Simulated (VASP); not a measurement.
Si2Ge:

```xyz
12
Lattice="3.9098 -0.0586 -0.0055 -0.1015 6.7030 -0.0646 -0.0135 -0.0913 9.5473" Properties=species:S:1:pos:R:3 pbc="T T T"
Si    0.0047   -0.0249    3.6990
Si    1.9582    3.2646    3.4053
Si    3.7291    2.1507    0.4892
Si    2.1393    5.6278    0.3460
Si   -0.1760   -0.0065    6.0219
Si    1.8246    3.1997    5.9114
Si    1.9848    0.9360    9.1518
Si    3.7211    4.2747    9.0753
Ge    2.0856    0.8358    6.9634
Ge    3.7519    4.6176    6.4237
Ge    3.8965    2.3009    2.7796
Ge    1.8608    5.3800    2.6558
```

```yaml
Program: VASP 6.6.1
Task: relaxation of cell and atoms
Functional: PBE
Potentials_or_basis: VASP PAW PBE potentials, release 64 (Si, Ge_d)
Cutoff: 500 eV
k_mesh: 4 × 2 × 2
Occupations: gaussian, width 0.1 eV
Spin: no spin polarisation
```

At the start: pressure 5.9 GPa; volume 20.84 Å³/atom.

Problem. How do energy, volume and symmetry change on relaxing?

Solution. Over 22 steps the energy falls by 322.0 meV/atom and the volume is 21.37 Å³/atom (+2.5 %); space group P1 (No. 1, to 0.1 Å) before, P-3m1 (No. 164, to 0.1 Å).

The path:
| step | energy change (eV) | largest force (eV/Å) | pressure (GPa) | volume (Å³) |
| --- | --- | --- | --- | --- |
| 1 | 0.0000 | 6.3617 | 5.94 | 250.13 |
| 2 | -2.6879 | 1.8559 | -5.05 | 279.06 |
| 3 | -2.8239 | 1.7193 | -3.78 | 272.61 |
| 4 | -3.6386 | 1.0453 | -0.38 | 257.65 |
| 5 | -3.6492 | 1.0322 | 0.18 | 255.92 |
| 6 | -3.7710 | 0.3910 | 0.29 | 255.30 |
| 7 | -3.7747 | 0.3775 | 0.34 | 255.17 |
| 8 | -3.8081 | 0.2948 | -0.15 | 256.72 |
| 9 | -3.8130 | 0.3179 | -0.40 | 257.57 |
| 10 | -3.8350 | 0.1919 | -0.02 | 256.36 |
| 11 | -3.8367 | 0.2190 | 0.14 | 255.92 |
| 12 | -3.8532 | 0.1333 | 0.16 | 255.93 |
| 13 | -3.8564 | 0.1572 | 0.16 | 255.94 |
| 14 | -3.8610 | 0.0787 | -0.19 | 257.06 |
| 15 | -3.8611 | 0.0818 | -0.14 | 256.88 |
| 16 | -3.8626 | 0.0613 | 0.04 | 256.29 |
| 17 | -3.8626 | 0.0588 | 0.04 | 256.34 |
| 18 | -3.8633 | 0.0334 | 0.02 | 256.42 |
| 19 | -3.8634 | 0.0548 | 0.00 | 256.47 |
| 20 | -3.8638 | 0.0324 | -0.02 | 256.57 |
| 21 | -3.8639 | 0.0358 | -0.04 | 256.61 |
| 22 | -3.8643 | 0.0221 | 0.00 | 256.46 |

Final structure:
```cif
data_structure
_symmetry_space_group_name_H-M 'P 1'
_symmetry_Int_Tables_number 1
_cell_length_a 3.9497
_cell_length_b 6.7631
_cell_length_c 9.6008
_cell_angle_alpha 90.316
_cell_angle_beta 89.992
_cell_angle_gamma 90.001
_cell_volume 256.46
loop_
_atom_site_label
_atom_site_type_symbol
_atom_site_fract_x
_atom_site_fract_y
_atom_site_fract_z
_atom_site_occupancy
Si1 Si 0.00100 0.99995 0.37738 1
Si2 Si 0.50079 0.50001 0.37747 1
Si3 Si 0.00096 0.33282 0.03950 1
Si4 Si 0.50061 0.83289 0.03968 1
Si5 Si 0.99843 0.00015 0.62226 1
Si6 Si 0.49797 0.50031 0.62242 1
Si7 Si 0.50078 0.16646 0.96052 1
Si8 Si 0.00079 0.66665 0.96074 1
Ge1 Ge 0.49856 0.16675 0.70770 1
Ge2 Ge 0.99808 0.66671 0.70796 1
Ge3 Ge 0.00098 0.33372 0.29213 1
Ge4 Ge 0.50105 0.83357 0.29223 1
```

Caveat: the k points lie up to 0.46 Å⁻¹ apart in the final cell.
